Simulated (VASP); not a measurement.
A run of VASP 6.6.1 is set up as follows.

File INCAR:

```
  ALGO = Normal
  EDIFF = 1E-6
  ENCUT = 520
  GGA = RP
  ISIF = 2
  ISMEAR = -1
  IVDW = 13
  LASPH = T
  LCHARG = F
  LREAL = F
  LWAVE = F
  NBANDS = 35
  NELM = 80
  PREC = Accurate
  SIGMA = 0.05
```

Contents of KPOINTS:

```
k-points
0
Gamma
  6 6 8
```

The input POSCAR:

```
SnO2
1.0
    4.8309255526      0.0000000000      0.0000000000
    0.0000000000      4.8309255526      0.0000000000
    0.0000000000      0.0000000000      3.2489962586
Sn O
2 4
Direct
    0.5000000000      0.5000000000      0.5000000000
    0.0000000000      0.0000000000      0.0000000000
    0.8071000000      0.1929000000      0.5000000000
    0.6929000000      0.6929000000      0.0000000000
    0.1929000000      0.8071000000      0.5000000000
    0.3071000000      0.3071000000      0.0000000000
```

Potentials or basis: VASP PAW PBE potentials, release 64 (Sn_d, O).

Command:

```sh
$ cat potpaw_PBE.64/Sn_d/POTCAR potpaw_PBE.64/O/POTCAR > POTCAR
$ mpirun -np 1 vasp_std > vasp.out
```

Q: Estimate the pressure.

A: -3.5 GPa.

Q: Estimate the band gap on the k mesh.

A: 0.71 eV, direct.

Q: What does it give for the largest force?

A: 0.109 eV/Å.

Forces on the atoms (eV/Å):
```
Sn   0.000  0.000  0.000
Sn   0.000  0.000  0.000
O   -0.077  0.077  0.000
O    0.077  0.077  0.000
O    0.077 -0.077  0.000
O   -0.077 -0.077  0.000
```

Caveat: the PAW data sets were made with another functional, which shifts forces and pressure a little; spin-orbit coupling is left out, which moves the levels of the heavy elements. As with any semilocal functional, this RPBE gap is likely too small.
